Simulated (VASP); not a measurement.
# Pt (I4/mmm) in VASP: further runs

Pt is run at these levels: PBE; tasks: single point.

All numbers are computed with VASP 6.6.1; they aren't measurements. Logs are shortened: lines on timing, memory, paths and dates and some standing lists are left out, and cuts for length are marked.

### Step 1. The cell of the first run

Symmetry: I4/mmm, No. 139, tetragonal system. Conventional cell: a = 2.492 Å, b = 2.492 Å, c = 3.916 Å, α = 90.00°, β = 90.00°, γ = 90.00°. Within 3.3 Å of Pt (site symmetry 4/mmm) lie 12 Pt at 2.49 to 2.63 Å.

### Step 2. Single point, PBE (strain -0.1000 x Voigt [1, 1, 0, 0, 0, 0])

Contents of INCAR:

```
ALGO     = Normal         # electronic algorithm
EDIFF    = 1E-7           # SCF threshold, eV
ENCUT    = 520            # plane-wave cutoff, eV
GGA      = PE             # functional
ISIF     = 2              # what is computed and relaxed
ISMEAR   = -1             # smearing method
LASPH    = T              # aspherical terms in the spheres
LCHARG   = F              # write CHGCAR
LREAL    = F              # projectors in reciprocal space
LWAVE    = F              # write WAVECAR
NBANDS   = 11             # bands
NELM     = 60             # most SCF steps
PREC     = Accurate       # precision mode
SIGMA    = 0.02           # smearing width, eV
```

Contents of KPOINTS:

```
k-points
0
Gamma
  20 20 20
```

Contents of POSCAR:

```
Pt
1.0
    0.0000000000      1.7621100000      1.9579000000
    1.7621100000      0.0000000000      1.9579000000
    1.7621100000      1.7621100000      0.0000000000
Pt
1
Direct
    0.0000000000      0.0000000000      0.0000000000
```

Potentials or basis: VASP PAW PBE potentials, release 64 (Pt).

Started as:

```console
$ cat potpaw_PBE.64/Pt/POTCAR > POTCAR
$ mpirun -np 1 vasp_std > vasp.out
```

OUTCAR:

```text
EDIFF = 1E-7
   ENCUT = 520
   GGA = PE
   ISIF = 2
   ISMEAR = -1
   LASPH = T
   LREAL = F
   NELM = 60
   PREC = Accurate

 ion  position               nearest neighbor table
   1  0.000  0.000  0.000-

  LATTYP: Found a body centered tetragonal cell.
 ALAT       =     2.4919998604
 C/A-ratio  =     1.5713484026

  Lattice vectors:

 A1 = (  -1.7621100000,   0.0000000000,   1.9579000000)
 A2 = (   1.7621100000,   0.0000000000,   1.9579000000)
 A3 = (   0.0000000000,   1.7621100000,  -1.9579000000)

Analysis of symmetry for initial positions (statically):
=====================================================================
 Subroutine PRICEL returns:
 Original cell was already a primitive cell.

 Routine SETGRP: Setting up the symmetry group for a
 body centered tetragonal supercell.

 Subroutine GETGRP returns: Found 16 space group operations
 (whereof 16 operations were pure point group operations)
 out of a pool of 16 trial point group operations.

The static configuration has the point symmetry D_4h.

Analysis of symmetry for dynamics (positions and initial velocities):
=====================================================================
 Subroutine PRICEL returns:
 Original cell was already a primitive cell.

 Routine SETGRP: Setting up the symmetry group for a
 body centered tetragonal supercell.

 Subroutine GETGRP returns: Found 16 space group operations
 (whereof 16 operations were pure point group operations)
 out of a pool of 16 trial point group operations.

The dynamic configuration has the point symmetry D_4h.

 Subroutine INISYM returns: Found 16 space group operations
 (whereof 16 operations are pure point group operations),
 and found     1 'primitive' translations

----------------------------------------------------------------------------------------

                                     Primitive cell

  volume of cell :      12.1587

  direct lattice vectors                    reciprocal lattice vectors
     0.000000000  1.762110000  1.957900000    -0.283750731  0.283750731  0.255375658
     1.762110000  0.000000000  1.957900000     0.283750731 -0.283750731  0.255375658
     1.762110000  1.762110000  0.000000000     0.283750731  0.283750731 -0.255375658

  length of vectors
     2.634085052  2.634085052  2.491999860     0.475652899  0.475652899  0.475652899

  position of ions in fractional coordinates (direct lattice)
     0.000000000  0.000000000  0.000000000

  ion indices of the primitive-cell ions
   primitive index   ion index
                 1           1

----------------------------------------------------------------------------------------

 KPOINTS: k-points

Automatic generation of k-mesh.
 Grid dimensions read from file:
 generate k-points for:   20   20   20

 Generating k-lattice:

  Cartesian coordinates                     Fractional coordinates (reciprocal lattice)
    -0.014187537  0.014187537  0.012768783     0.050000000  0.000000000  0.000000000
     0.014187537 -0.014187537  0.012768783     0.000000000  0.050000000  0.000000000
     0.014187537  0.014187537 -0.012768783     0.000000000  0.000000000  0.050000000

  Length of vectors
     0.023782645  0.023782645  0.023782645

  Shift w.r.t. Gamma in fractional coordinates (k-lattice)
     0.000000000  0.000000000  0.000000000

 Subroutine IBZKPT returns following result:
 ===========================================

 Found    641 irreducible k-points:

 Following reciprocal coordinates:
            Coordinates               Weight
  0.000000  0.000000  0.000000      1.000000
  0.050000  0.000000  0.000000      8.000000
  0.100000  0.000000  0.000000      8.000000
  0.150000 -0.000000  0.000000      8.000000
  0.200000  0.000000  0.000000      8.000000
  0.250000 -0.000000  0.000000      8.000000
[... 16 lines left out ...]
 -0.400000  0.050000  0.000000      8.000000
 -0.350000  0.050000  0.000000      8.000000
 [... further k-points ...]
   k-points           NKPTS =    641   k-points in BZ     NKDIM =    641   number of bands    NBANDS=     11
   number of dos      NEDOS =    301   number of ions     NIONS =      1
   total plane-waves  NPLWV =   8000
   dimension x,y,z NGX =    20 NGY =   20 NGZ =   20
   dimension x,y,z NGXF=    40 NGYF=   40 NGZF=   40
   ions per type =               1
   NGX,Y,Z   is equivalent  to a cutoff of  12.62, 12.62, 13.34 a.u.
   NGXF,Y,Z  is equivalent  to a cutoff of  25.25, 25.25, 26.68 a.u.
 SYSTEM =  unknown system
   PREC   = accura    normal or accurate (medium, high low for compatibility)
   ISTART =      0    job   : 0-new  1-cont  2-samecut
   ICHARG =      2    charge: 1-file 2-atom 10-const
   ISPIN  =      1    spin polarized calculation?
   LNONCOLLINEAR =      F non collinear calculations
   LSORBIT =      F    spin-orbit coupling
   LASPH  =      T    aspherical Exc in radial PAW
   ENCUT  =  520.0 eV  38.22 Ry    6.18 a.u.   4.90  4.90  4.63*2*pi/ulx,y,z
   NELM   =     60;   NELMIN=  2; NELMDL= -5     # of ELM steps
   EDIFF  = 0.1E-06   stopping-criterion for ELM
   LREAL  =      F    real-space projection
   EDIFFG = 0.1E-05   stopping-criterion for IOM
   NSW    =      0    number of steps for IOM
   IBRION =     -1    ionic relax: 0-MD 1-quasi-New 2-CG
   NFREE  =      0    steps in history (QN), initial steepest desc. (CG)
   ISIF   =      2    stress and relaxation
   ISYM   =      2    0-nonsym 1-usesym 2-fastsym
   POTIM  = 0.5000    time-step for ionic-motion
   TEBEG  =    0.0;   TEEND  =   0.0 temperature during run
   PSTRESS=    0.0 pullay stress
   NELECT =      10.0000    total number of electrons
   NUPDOWN=      -1.0000    fix difference up-down
   EMIN   =  10.00;   EMAX   =-10.00  energy-range for DOS
   EFERMI =   0.00;   METHOD = LEGACY
   ISMEAR =    -1;   SIGMA  =   0.02  broadening in eV -4-tet -1-fermi 0-gaus
   EFERMI_NEDOS =   21; number of points for ismear=-14 and -15
   IALGO  =     38    algorithm
   IMIX   =      4    mixing-type and parameters
     AMIX     =   0.40;   BMIX     =  1.00
     AMIX_MAG =   1.60;   BMIX_MAG =  1.00
  volume/ion in A,a.u.               =      12.16        82.05
  Fermi-wavevector in a.u.,A,eV,Ry     =   1.533837  2.898532 32.009844  2.352657
  Thomas-Fermi vector in A             =   2.640849
   LORBIT       =      0    0 simple, 1 ext, 2 COOP (PROOUT), +10 PAW based schemes
   GGA     = PE    functional components
   LHFCALC =     F    Hartree Fock is set to
   AEXX    =    0.0000 exact exchange contribution
   IVDW    =     0    specifies the selected vdW correction
   LEPSILON=     F    determine dielectric tensor
   LRPA    =     F    only Hartree local field effects (RPA)
 non-spin polarized calculation
  energy-cutoff  :      520.00
  volume of cell :       12.16
 maximum number of plane-waves:       344
   NGX =  9   NGY =  9   NGZ =  9

 number of electron      10.0000000 magnetization

 number of electron       9.9999999 magnetization

 Free energy of the ion-electron system (eV)
  ---------------------------------------------------
  ext. energy  EPLUGINS =         0.00000000
  ---------------------------------------------------
  free energy    TOTEN  =        -5.00360847 eV

  energy without entropy =       -5.00199354  energy(sigma->0) =       -5.00280101

 E-fermi :  15.8951     XC(G=0): -14.8087

 val. band max:       15.8912173677   @ k =  -0.4000   0.1000   0.3000
 cond. band min:      15.8970223902   @ k =  -0.2500   0.2500   0.2000
 fundamental gap:      0.0058050225
 Fermi energy:        15.8951312885

 k-point     1 :       0.0000    0.0000    0.0000
  band No.  band energies     occupation
      1       3.0709      2.00000
      2       9.5081      2.00000
      3      11.2521      2.00000
      4      11.2521      2.00000
      5      12.4791      2.00000
      6      14.6567      2.00000
      7      29.8417      0.00000
      8      33.5732      0.00000
      9      37.1761      0.00000
     10      37.1761      0.00000
     11      42.4207      0.00000

 k-point     2 :       0.0500    0.0000    0.0000
  band No.  band energies     occupation
      1       3.1982      2.00000
      2       9.5451      2.00000
      3      11.1938      2.00000
      4      11.3061      2.00000
      5      12.4697      2.00000
      6      14.5945      2.00000
      7      30.0657      0.00000
      8      33.6463      0.00000
      9      36.6531      0.00000
     10      37.4082      0.00000
     11      43.2142      0.00000

 k-point     3 :       0.1000    0.0000    0.0000
  band No.  band energies     occupation
      1       3.5678      2.00000
      2       9.6359      2.00000
      3      11.0341      2.00000
      4      11.4574      2.00000
      5      12.4811      2.00000
      6      14.4293      2.00000
      7      30.6851      0.00000
      8      33.5642      0.00000
      9      36.0009      0.00000
     10      38.0870      0.00000
     11      44.7262      0.00000

 k-point     4 :       0.1500   -0.0000    0.0000
  band No.  band energies     occupation
      1       4.1388      2.00000
      2       9.7347      2.00000
      3      10.8153      2.00000
      4      11.6676      2.00000
      5      12.6100      2.00000
      6      14.2252      2.00000
      7      31.4744      0.00000
      8      32.8161      0.00000
      9      36.3701      0.00000
     10      39.1629      0.00000
     11      44.0832      0.00000

 k-point     5 :       0.2000    0.0000    0.0000
  band No.  band energies     occupation
      1       4.8253      2.00000
      2       9.8443      2.00000
      3      10.5828      2.00000
      4      11.8562      2.00000
      5      12.9471      2.00000
      6      14.0915      2.00000
      7      31.1913      0.00000
      8      32.7332      0.00000
      9      37.5010      0.00000
     10      40.5521      0.00000
     11      42.0753      0.00000
[... 211 lines left out ...]
 k-point    21 :       0.5000    0.0500    0.0000
  band No.  band energies     occupation
      1       6.1431      2.00000
      2       9.6211      2.00000
      3      11.3759      2.00000
      4      14.0367      2.00000
      5      15.7017      1.99987
      6      16.8744      0.00000
      7      23.8674      0.00000
      8      29.2687      0.00000
      9      35.7729      0.00000
     10      37.1572      0.00000
     11      46.4419      0.00000

 k-point    22 :      -0.4500    0.0500    0.0000
  band No.  band energies     occupation
      1       6.1504      2.00000
      2       9.6627      2.00000
      3      11.3608      2.00000
      4      13.8626      2.00000
      5      15.5544      2.00000
      6      17.0640      0.00000
      7      23.9892      0.00000
      8      29.3323      0.00000
      9      35.5289      0.00000
     10      37.4844      0.00000
     11      45.4087      0.00000

 k-point    23 :      -0.4000    0.0500    0.0000
  band No.  band energies     occupation
      1       6.1880      2.00000
      2       9.7606      2.00000
      3      11.4314      2.00000
      4      13.0251      2.00000
      5      15.2145      2.00000
      6      16.6964      0.00000
      7      25.1043      0.00000
      8      29.7773      0.00000
      9      36.0386      0.00000
     10      38.3611      0.00000
     11      43.5888      0.00000

 k-point    24 :      -0.3500    0.0500    0.0000
  band No.  band energies     occupation
      1       6.2138      2.00000
      2       9.8958      2.00000
      3      11.5777      2.00000
      4      11.9227      2.00000
      5      14.7491      2.00000
      6      15.9738      0.03833
      7      26.6274      0.00000
      8      30.6429      0.00000
      9      37.2153      0.00000
     10      39.7241      0.00000
     11      41.6403      0.00000

 [... further k-points ...]

------------------------ aborting loop because EDIFF is reached ----------------------------------------

  FORCE on cell =-STRESS in cart. coord.  units (eV):
  Direction    XX          YY          ZZ          XY          YZ          ZX
  --------------------------------------------------------------------------------------
  -------------------------------------------------------------------------------------
  Total       10.2782623     10.2782623      7.8355834      0.0000000     -0.0000000      0.0000000
  in kB     1354.3900203   1354.3900203   1032.5126627      0.0000000     -0.0000000      0.0000000
  external PRESSURE =    1247.0975677 kB  Pullay stress =       0.0000000 kB

 VOLUME and BASIS-vectors are now :
 -----------------------------------------------------------------------------
  energy-cutoff  :      520.00
  volume of cell :       12.16
      direct lattice vectors                 reciprocal lattice vectors
     0.000000000  1.762110000  1.957900000    -0.283750731  0.283750731  0.255375658
     1.762110000  0.000000000  1.957900000     0.283750731 -0.283750731  0.255375658
     1.762110000  1.762110000  0.000000000     0.283750731  0.283750731 -0.255375658

 POSITION                                       TOTAL-FORCE (eV/Angst)
 -----------------------------------------------------------------------------------
      0.00000      0.00000      0.00000         0.000000      0.000000      0.000000
 -----------------------------------------------------------------------------------
    total drift:                                0.000000      0.000000      0.000000

  FREE ENERGIE OF THE ION-ELECTRON SYSTEM (eV)
  ---------------------------------------------------
  free  energy   TOTEN  =        -5.0036084678 eV

  energy  without entropy=       -5.0019935430  energy(sigma->0) =       -5.00280101
```

Wall time 63 s (1 thread of Intel Xeon Platinum 8488C (Sapphire Rapids), shared host); peak memory 0.2 GiB.

Results:

```
Free energy            : -5.0036 eV
Pressure               : 124.7 GPa
Band gap on the k mesh : zero (bands 5 and 6 overlap by 3.97 eV)
```

Caveat: the cell differs from its parent crystal (strain -0.1000 x Voigt [1, 1, 0, 0, 0, 0]); the cell stands under pressure; spin-orbit coupling is left out, which moves the levels of the heavy elements.

(Part 1 of 2 ends here.)
